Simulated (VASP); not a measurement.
**Se: single point with r2SCAN**

Se:

```
CELL_PARAMETERS angstrom
4.35517 0.00000 0.00000
-2.17759 3.77169 0.00000
0.00000 0.00000 4.94945
ATOMIC_POSITIONS crystal
Se 0.21700 0.00000 0.16667
Se 0.00000 0.21700 0.83333
Se 0.78300 0.78300 0.50000
```

| Item | Value |
| --- | --- |
| Program | VASP 6.6.1 |
| Task | single point |
| Functional | r2SCAN |
| Potentials or basis | VASP PAW PBE potentials, release 64 (Se) |
| Cutoff | 520 eV |
| k mesh | 9 × 9 × 6 |
| Occupations | gaussian, width 0.05 eV |
| Spin | no spin polarisation |

The largest force is 0.624 eV/Å.

Forces in eV/Å, atoms in the order of the input:
```
Se   0.624  0.000  0.000
Se  -0.312  0.540  0.000
Se  -0.312 -0.540  0.000
```

Levels at points of the mesh, in eV from the Fermi level:
```tsv
k point	band 5	band 6	band 7	band 8	band 9	band 10	band 11	band 12	band 13	band 14
(0.00, 0.00, 0.00)	-3.65	-3.37	-1.76	-1.76	0.05	2.85	2.85	3.24	7.33	7.54
(0.00, 0.00, 0.50)	-3.13	-3.13	-1.08	-1.08	-0.79	2.00	2.27	2.27	7.32	8.60
```

Run time: 2.1 min on 1 thread of Intel(R) Xeon(R) 6975P-C (Granite Rapids) (shared host), peak memory 0.24 GiB.

Caveat: the cell carries a net charge on a neutralising background, which shifts energy and pressure; the cell is charged against a uniform background, so pressure and absolute levels hang on convention; the PAW data sets were made with another functional, which shifts forces and pressure a little.
